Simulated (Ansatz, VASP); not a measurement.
**One calculation of W, two programs**

```
CELL_PARAMETERS angstrom
-1.43757 1.75703 1.59730
1.43757 -1.75703 1.59730
1.43757 1.75703 -1.59730
ATOMIC_POSITIONS crystal
W 0.00000 0.00000 0.00000
```

Change from the starting cell: strain -0.1000 x Voigt [1, -1, 0, 0, 0, 0], atoms carried along.

Alike in both runs: task single point; functional PBE; k mesh 20 × 20 × 20; occupations gaussian, width 0.15 eV; no spin polarisation.

|  | VASP | Ansatz |
| --- | --- | --- |
| version | VASP 6.6.1 | Ansatz 0.2.0 |
| potentials or method | VASP PAW PBE potentials, release 64 (W_sv), cutoff 520 eV | scalar-relativistic, plane waves, PAW |
| valence electrons in the cell | 14 | 14 |

VASP gave:

```
gap on the k mesh at the Fermi level (eV)                     : none
pressure (GPa)                                                : 4.8
traceless stress, the component that is largest in VASP (GPa) : 23.94
```

**Question.** What did Ansatz give for the same quantities?

**Answer.** gap on the k mesh at the Fermi level (eV): none; pressure (GPa): 4.2; traceless stress, the component that is largest in VASP (GPa): 23.81.

A gap of «none» marks a metal or a gap that the smearing closes. With one functional, cell and mesh, what is left measures potentials, basis and numerics.

Spin-orbit coupling is off throughout.
